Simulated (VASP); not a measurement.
Wanted: the native input for a VASP 6.6.1 run.

```
Task                   : single point
Functional             : PBEsol
Potentials or basis    : VASP PAW PBE potentials, release 64 (Al)
Cutoff                 : 520 eV
k mesh                 : 9 × 9 × 3
Occupations            : methfessel-paxton, width 0.1 eV
Spin                   : no spin polarisation
Dipole correction      : no
Further INCAR settings : ALGO = Normal; EDIFF = 1e-07; NBANDS = 14
```

The structure of Al lies in POSCAR:

```
Al
1.0
    2.7403288794      0.0000002798      0.0000000000
   -1.3701646821      2.3731942844      0.0000000000
    0.0000000000      0.0000000000      9.0281773680
Al
4
Direct
    0.0000000000      0.0000000000      0.0000000000
    0.3333333333      0.6666666667      0.2500000000
    0.0000000000      0.0000000000      0.5000000000
    0.6666666667      0.3333333333      0.7500000000
```

The input as run:

INCAR

```
ALGO = Normal
EDIFF = 1E-7
ENCUT = 520
GGA = PS
ISIF = 2
ISMEAR = 1
LASPH = T
LCHARG = T
LELF = T
LREAL = F
LVHAR = T
LWAVE = F
NBANDS = 14
NELM = 80
PREC = Accurate
SIGMA = 0.1
```

KPOINTS

```
k-points
0
Gamma
  9 9 3
```

Potentials or basis: VASP PAW PBE potentials, release 64 (Al).

Command:

```sh
$ cat potpaw_PBE.64/Al/POTCAR > POTCAR
$ mpirun -np 1 vasp_std > vasp.out
```

It gave:

The pressure is 10.1 GPa and the band gap on the k mesh is zero (band 6 reaches 13.24 eV, above the bottom of band 7 at 7.84 eV).

Caveat: the PAW data sets were made with another functional, which shifts forces and pressure a little.

It took 7.7 s on 1 thread of Intel(R) Xeon(R) 6975P-C (Granite Rapids) (shared host), peak memory 0.16 GiB.
